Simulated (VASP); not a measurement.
A run of VASP 6.6.1 is set up as follows.

INCAR

```
  PREC = Accurate
  ENCUT = 520
  EDIFF = 1E-8
  ISMEAR = -1
  SIGMA = 0.03
  LREAL = F
  LASPH = T
  NELM = 100
  ALGO = Normal
  ISIF = 2
  LWAVE = F
  LCHARG = F
  GGA = CA
  LEFG = T
  NBANDS = 16
```

The input KPOINTS:

```
Automatic mesh
0
Gamma
  11 11 11
```

File POSCAR:

```
HgTe
1.0
    0.0000000000      3.2763536562      3.2763536562
    3.2763536562      0.0000000000      3.2763536562
    3.2763536562      3.2763536562      0.0000000000
Hg Te
1 1
Direct
    0.0000000000      0.0000000000      0.0000000000
    0.7500000000      0.7500000000      0.7500000000
```

Potentials or basis: VASP PAW LDA potentials, release 64 (Hg, Te).

The run is started by

```sh
$ cat potpaw_LDA.64/Hg/POTCAR potpaw_LDA.64/Te/POTCAR > POTCAR
$ mpirun -np 1 vasp_std > vasp.out
```

**Question.** What does it give for the band gap on the k mesh?

**Answer.** Zero (filled and empty bands touch).

**Question.** Predict the pressure.

**Answer.** -2.0 GPa.

Caveat: without QUAD_EFG the Cq values of the log hold for a quadrupole moment of 1 mb, not for the nuclei; spin-orbit coupling is left out, which moves the levels of the heavy elements.
